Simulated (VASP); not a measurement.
Crystal: BaAlSi.

```xyz
3
Lattice="4.3076 0.0000 0.0000 -2.1538 3.7305 0.0000 0.0000 0.0000 5.2259" Properties=species:S:1:pos:R:3 pbc="T T T"
Ba    0.0000    0.0000    0.0000
Al    2.1538    1.2435    2.6129
Si    0.0000    2.4870    2.6129
```

Base run:

```yaml
Program: VASP 6.6.1
Functional: PBEsol
Potentials_or_basis: VASP PAW PBE potentials, release 64 (Ba_sv, Al, Si)
Cutoff: 520 eV
k_mesh: 7 × 7 × 5
Occupations: fermi-dirac, width 0.05 eV
Spin: no spin polarisation
```

Its results: pressure -1.5 GPa.

**Question.** The run is repeated on the same cell with these changes: functional from PBEsol to BLYP. What comes out?

**Answer.** Pressure 2.4 GPa.

BLYP binds less tightly than PBEsol, so the same cell stands under more pressure.

Caveats: the PAW data sets were made with another functional, which shifts forces and pressure a little.
